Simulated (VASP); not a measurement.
# TiSi2 (Fddd) in VASP: single point with PBEsol

Aim: the single point of TiSi2 with PBEsol.

All numbers are computed with VASP 6.6.1; they aren't measurements. Logs are shortened: lines on timing, memory, paths and dates and some standing lists are left out, and cuts for length are marked.

## Step 1: The cell of the first run

The structure is orthorhombic, space group Fddd (No. 70). The conventional cell has a = 5.143 Å, b = 7.816 Å, c = 8.837 Å, α = 90.00°, β = 90.00°, γ = 90.00°. Ti (site symmetry 222) has 10 Si at 2.46 to 2.97 Å and 4 Ti at 3.22 Å within 3.3 Å. Within 3.3 Å of Si (site symmetry 2) lie 9 Si at 2.44 to 3.22 Å and 5 Ti at 2.46 to 2.97 Å.

## Step 2: Single point, PBEsol (strain +0.080 along x and y, -0.080 along z)

The input, INCAR:

```
PREC = Accurate
ENCUT = 520
EDIFF = 1E-6
ISMEAR = 0
SIGMA = 0.15
LREAL = False
LASPH = True
NELM = 80
ALGO = Normal
ISIF = 2
LWAVE = False
LCHARG = True
GGA = PS
LELF = True
LVHAR = True
NBANDS = 29
```

The input, KPOINTS:

```
Automatic mesh
0
Gamma
  14 14 14
```

The input, POSCAR:

```
TiSi2
1.0
    0.0000000000      4.4183461989      3.9082032985
    2.5713482851      0.0000000000      3.9082032985
    2.5713482851      4.4183461989      0.0000000000
Ti Si
2 4
Direct
    0.7500000000      0.7500000000      0.7500000000
    0.5000000000      0.5000000000      0.5000000000
    0.0861670624      0.4138329376      0.0861670624
    0.4138329376      0.0861670624      0.4138329376
    0.1638329376      0.8361670624      0.1638329376
    0.8361670624      0.1638329376      0.8361670624
```

Potentials or basis: VASP PAW PBE potentials, release 64 (Ti_sv, Si).

Command:

```bash
cat potpaw_PBE.64/Ti_sv/POTCAR potpaw_PBE.64/Si/POTCAR > POTCAR
mpirun -np 1 vasp_std > vasp.out
```

OUTCAR:

```text
PREC = Accurate
   ENCUT = 520
   EDIFF = 1E-6
   ISMEAR = 0
   LREAL = False
   LASPH = True
   NELM = 80
   ISIF = 2
   GGA = PS

 ion  position               nearest neighbor table
   1  0.750  0.750  0.750-   6 2.46   5 2.46   6 2.46   5 2.46   4 2.95   4 2.95   3 2.95   3 2.95
                             3 2.97   4 2.97
   2  0.500  0.500  0.500-   3 2.46   4 2.46   3 2.46   4 2.46   5 2.95   5 2.95   6 2.95   6 2.95
                             5 2.97   6 2.97
   3  0.086  0.414  0.086-   5 2.44   5 2.44   2 2.46   2 2.46   4 2.90   1 2.95   1 2.95   1 2.97
                             4 2.99   4 2.99
   4  0.414  0.086  0.414-   6 2.44   6 2.44   2 2.46   2 2.46   3 2.90   1 2.95   1 2.95   1 2.97
                             3 2.99   3 2.99
   5  0.164  0.836  0.164-   3 2.44   3 2.44   1 2.46   1 2.46   6 2.90   2 2.95   2 2.95   2 2.97
                             6 2.99   6 2.99
   6  0.836  0.164  0.836-   4 2.44   4 2.44   1 2.46   1 2.46   5 2.90   2 2.95   2 2.95   2 2.97
                             5 2.99   5 2.99

  LATTYP: Found a face centered orthorhombic cell.
 ALAT       =     5.1426965702
 B/A-ratio  =     1.5199042935
 C/A-ratio  =     1.7182993936

  Lattice vectors:

 A1 = (   0.0000000000,   4.4183461989,  -3.9082032985)
 A2 = (   2.5713482851,   4.4183461989,   0.0000000000)
 A3 = (   2.5713482851,   0.0000000000,  -3.9082032985)

Analysis of symmetry for initial positions (statically):
=====================================================================
 Subroutine PRICEL returns:
 Original cell was already a primitive cell.

 Routine SETGRP: Setting up the symmetry group for a
 face centered orthorhombic supercell.

 Subroutine GETGRP returns: Found  8 space group operations
 (whereof  4 operations were pure point group operations)
 out of a pool of  8 trial point group operations.

The static configuration has the point symmetry D_2 .
 The point group associated with its full space group is D_2h.

Analysis of symmetry for dynamics (positions and initial velocities):
=====================================================================
 Subroutine PRICEL returns:
 Original cell was already a primitive cell.

 Routine SETGRP: Setting up the symmetry group for a
 face centered orthorhombic supercell.

 Subroutine GETGRP returns: Found  8 space group operations
 (whereof  4 operations were pure point group operations)
 out of a pool of  8 trial point group operations.

The dynamic configuration has the point symmetry D_2 .
 The point group associated with its full space group is D_2h.

 Subroutine INISYM returns: Found  8 space group operations
 (whereof  4 operations are pure point group operations),
 and found     1 'primitive' translations

----------------------------------------------------------------------------------------

                                     Primitive cell

  volume of cell :      88.8030

  direct lattice vectors                    reciprocal lattice vectors
     0.000000000  4.418346199  3.908203299    -0.194450516  0.113164514  0.127936026
     2.571348285  0.000000000  3.908203299     0.194450516 -0.113164514  0.127936026
     2.571348285  4.418346199  0.000000000     0.194450516  0.113164514 -0.127936026

  length of vectors
     5.898799552  4.678235247  5.112104766     0.258814291  0.258814291  0.258814291

  position of ions in fractional coordinates (direct lattice)
     0.750000000  0.750000000  0.750000000
     0.500000000  0.500000000  0.500000000
     0.086167062  0.413832938  0.086167062
     0.413832938  0.086167062  0.413832938
     0.163832938  0.836167062  0.163832938
     0.836167062  0.163832938  0.836167062

  ion indices of the primitive-cell ions
   primitive index   ion index
                 1           1
                 2           2
                 3           3
                 4           4
                 5           5
                 6           6

----------------------------------------------------------------------------------------

 KPOINTS: Automatic mesh

Automatic generation of k-mesh.
 Grid dimensions read from file:
 generate k-points for:   14   14   14

 Generating k-lattice:

  Cartesian coordinates                     Fractional coordinates (reciprocal lattice)
    -0.013889323  0.008083180  0.009138288     0.071428571  0.000000000  0.000000000
     0.013889323 -0.008083180  0.009138288     0.000000000  0.071428571 -0.000000000
     0.013889323  0.008083180 -0.009138288     0.000000000 -0.000000000  0.071428571

  Length of vectors
     0.018486735  0.018486735  0.018486735

  Shift w.r.t. Gamma in fractional coordinates (k-lattice)
     0.000000000  0.000000000  0.000000000

 Subroutine IBZKPT returns following result:
 ===========================================

 Found    428 irreducible k-points:

 Following reciprocal coordinates:
            Coordinates               Weight
  0.000000  0.000000  0.000000      1.000000
  0.071429  0.000000 -0.000000      8.000000
  0.142857  0.000000 -0.000000      8.000000
  0.214286  0.000000 -0.000000      8.000000
  0.285714  0.000000 -0.000000      8.000000
  0.357143  0.000000 -0.000000      8.000000
[... 16 lines left out ...]
  0.214286  0.142857 -0.000000      8.000000
  0.285714  0.142857 -0.000000      8.000000
 [... further k-points ...]
   k-points           NKPTS =    428   k-points in BZ     NKDIM =    428   number of bands    NBANDS=     29
   number of dos      NEDOS =    301   number of ions     NIONS =      6
   total plane-waves  NPLWV =  69120
   dimension x,y,z NGX =    48 NGY =   36 NGZ =   40
   dimension x,y,z NGXF=    96 NGYF=   72 NGZF=   80
   ions per type =               2   4
   NGX,Y,Z   is equivalent  to a cutoff of  13.53, 12.79, 13.01 a.u.
   NGXF,Y,Z  is equivalent  to a cutoff of  27.06, 25.59, 26.02 a.u.
 SYSTEM =  unknown system
   PREC   = accura    normal or accurate (medium, high low for compatibility)
   ISTART =      0    job   : 0-new  1-cont  2-samecut
   ICHARG =      2    charge: 1-file 2-atom 10-const
   ISPIN  =      1    spin polarized calculation?
   LNONCOLLINEAR =      F non collinear calculations
   LSORBIT =      F    spin-orbit coupling
   LASPH  =      T    aspherical Exc in radial PAW
   ENCUT  =  520.0 eV  38.22 Ry    6.18 a.u.  10.97  8.70  9.51*2*pi/ulx,y,z
   NELM   =     80;   NELMIN=  2; NELMDL= -5     # of ELM steps
   EDIFF  = 0.1E-05   stopping-criterion for ELM
   LREAL  =      F    real-space projection
   EDIFFG = 0.1E-04   stopping-criterion for IOM
   NSW    =      0    number of steps for IOM
   IBRION =     -1    ionic relax: 0-MD 1-quasi-New 2-CG
   NFREE  =      0    steps in history (QN), initial steepest desc. (CG)
   ISIF   =      2    stress and relaxation
   ISYM   =      2    0-nonsym 1-usesym 2-fastsym
   POTIM  = 0.5000    time-step for ionic-motion
   TEBEG  =    0.0;   TEEND  =   0.0 temperature during run
   PSTRESS=    0.0 pullay stress
   NELECT =      40.0000    total number of electrons
   NUPDOWN=      -1.0000    fix difference up-down
   EMIN   =  10.00;   EMAX   =-10.00  energy-range for DOS
   EFERMI =   0.00;   METHOD = LEGACY
   ISMEAR =     0;   SIGMA  =   0.15  broadening in eV -4-tet -1-fermi 0-gaus
   EFERMI_NEDOS =   21; number of points for ismear=-14 and -15
   IALGO  =     38    algorithm
   IMIX   =      4    mixing-type and parameters
     AMIX     =   0.40;   BMIX     =  1.00
     AMIX_MAG =   1.60;   BMIX_MAG =  1.00
  volume/ion in A,a.u.               =      14.80        99.88
  Fermi-wavevector in a.u.,A,eV,Ry     =   1.254928  2.371471 21.427066  1.574845
  Thomas-Fermi vector in A             =   2.388710
   LORBIT       =      0    0 simple, 1 ext, 2 COOP (PROOUT), +10 PAW based schemes
   GGA     = PS    functional components
   LHFCALC =     F    Hartree Fock is set to
   AEXX    =    0.0000 exact exchange contribution
   IVDW    =     0    specifies the selected vdW correction
   LEPSILON=     F    determine dielectric tensor
   LRPA    =     F    only Hartree local field effects (RPA)
 non-spin polarized calculation
 Gauss-broadening in eV      SIGMA  =   0.15
  energy-cutoff  :      520.00
  volume of cell :       88.80
 maximum number of plane-waves:      2419
 NGX is ok and might be reduce to    48
   NGX = 21   NGY = 17   NGZ = 19

 number of electron      40.0000002 magnetization

 Free energy of the ion-electron system (eV)
  ---------------------------------------------------
  ext. energy  EPLUGINS =         0.00000000
  ---------------------------------------------------
  free energy    TOTEN  =       -42.33048192 eV

  energy without entropy =      -42.30811997  energy(sigma->0) =      -42.31930094

 E-fermi :   9.3079     XC(G=0): -11.5363

 val. band max:        9.3073333599   @ k =  -0.2857   0.2143   0.0000
 cond. band min:       9.3093978470   @ k =   0.4286   0.2143   0.0714
 fundamental gap:      0.0020644871
 Fermi energy:         9.3079145968

 k-point     1 :       0.0000    0.0000    0.0000
  band No.  band energies     occupation
      1     -46.7736      2.00000
      2     -46.7478      2.00000
      3     -23.3011      2.00000
      4     -23.2128      2.00000
      5     -23.1939      2.00000
      6     -23.1808      2.00000
[... 21 lines left out ...]
     28      12.9161      0.00000
     29      13.1384      0.00000

 k-point     2 :       0.0714    0.0000   -0.0000
  band No.  band energies     occupation
      1     -46.7733      2.00000
      2     -46.7480      2.00000
      3     -23.3004      2.00000
      4     -23.2136      2.00000
      5     -23.1946      2.00000
      6     -23.1823      2.00000
[... 21 lines left out ...]
     28      12.9643      0.00000
     29      13.0232      0.00000

 k-point     3 :       0.1429    0.0000   -0.0000
  band No.  band energies     occupation
      1     -46.7726      2.00000
      2     -46.7487      2.00000
      3     -23.2984      2.00000
      4     -23.2160      2.00000
      5     -23.1972      2.00000
      6     -23.1844      2.00000
[... 638 lines left out ...]
      5     -23.1914      2.00000
      6     -23.1760      2.00000
[... 21 lines left out ...]
     28      12.7997      0.00000
     29      13.1365      0.00000

 k-point    24 :       0.2857    0.1429   -0.0000
  band No.  band energies     occupation
      1     -46.7702      2.00000
      2     -46.7510      2.00000
      3     -23.2937      2.00000
      4     -23.2326      2.00000
      5     -23.1926      2.00000
      6     -23.1777      2.00000
[... 21 lines left out ...]
     28      12.9210      0.00000
     29      13.3584      0.00000

 [... further k-points ...]
[... 5 lines left out ...]
  --------------------------------------------------------------------------------------
  -------------------------------------------------------------------------------------
  Total       -6.9266460     -9.1594290     15.1562967      0.0000000      0.0000000      0.0000000
  in kB     -124.9700046   -165.2537006    273.4487184      0.0000000      0.0000000      0.0000000
  external PRESSURE =      -5.5916623 kB  Pullay stress =       0.0000000 kB

 VOLUME and BASIS-vectors are now :
 -----------------------------------------------------------------------------
  energy-cutoff  :      520.00
  volume of cell :       88.80
      direct lattice vectors                 reciprocal lattice vectors
     0.000000000  4.418346199  3.908203299    -0.194450516  0.113164514  0.127936026
     2.571348285  0.000000000  3.908203299     0.194450516 -0.113164514  0.127936026
     2.571348285  4.418346199  0.000000000     0.194450516  0.113164514 -0.127936026

 POSITION                                       TOTAL-FORCE (eV/Angst)
 -----------------------------------------------------------------------------------
      3.85702      6.62752      5.86230        -0.000000      0.000000      0.000000
      2.57135      4.41835      3.90820         0.000000     -0.000000      0.000000
      1.28567      0.76143      1.95410         0.000000     -0.137467      0.000000
      1.28567      3.65691      1.95410         0.000000      0.137467      0.000000
      2.57135      1.44774      3.90820        -0.000000      0.137467     -0.000000
      2.57135      7.38895      3.90820        -0.000000     -0.137467     -0.000000
 -----------------------------------------------------------------------------------
    total drift:                               -0.000000     -0.000000      0.000000

  FREE ENERGIE OF THE ION-ELECTRON SYSTEM (eV)
  ---------------------------------------------------
  free  energy   TOTEN  =       -42.3304819169 eV

  energy  without entropy=      -42.3081199698  energy(sigma->0) =      -42.31930094
```

Run time: 12 min. Hardware: 1 thread of Intel Xeon 6975P-C (Granite Rapids), shared host; peak memory 0.92 GiB.

Results:

```
Free energy            : -42.3305 eV
Pressure               : -0.6 GPa
Largest force          : 0.137 eV/Å
Band gap on the k mesh : zero (bands 20 and 21 overlap by 1.74 eV)
```

Forces on the atoms (eV/Å):
```
Ti   0.000  0.000  0.000
Ti   0.000  0.000  0.000
Si   0.000 -0.137  0.000
Si   0.000  0.137  0.000
Si   0.000  0.137  0.000
Si   0.000 -0.137  0.000
```

Levels at points of the mesh, in eV from the Fermi level:
| k point | band 17 | band 18 | band 19 | band 20 | band 21 | band 22 | band 23 | band 24 |
| --- | --- | --- | --- | --- | --- | --- | --- | --- |
| (0.00, 0.00, 0.00) | -2.24 | -1.76 | -1.55 | -1.09 | -0.72 | 2.04 | 2.06 | 2.61 |
| (0.50, 0.00, 0.00) | -1.47 | -1.33 | -0.41 | 0.08 | 0.80 | 1.43 | 1.53 | 2.03 |
| (0.50, 0.50, 0.00) | -1.95 | -1.95 | -0.85 | -0.85 | 1.43 | 1.43 | 2.81 | 2.81 |
| (0.50, 0.00, 0.50) | -1.67 | -1.67 | -0.93 | -0.93 | 0.75 | 0.75 | 2.69 | 2.69 |
| (0.00, 0.50, 0.50) | -1.14 | -1.14 | -0.88 | -0.88 | 0.86 | 0.86 | 2.38 | 2.38 |

Caveat: the cell differs from its parent crystal (strain +0.080 along x and y, -0.080 along z); the stress differs along the axes, from -17 to 27 GPa; the PAW data sets were made with another functional, which shifts forces and pressure a little.
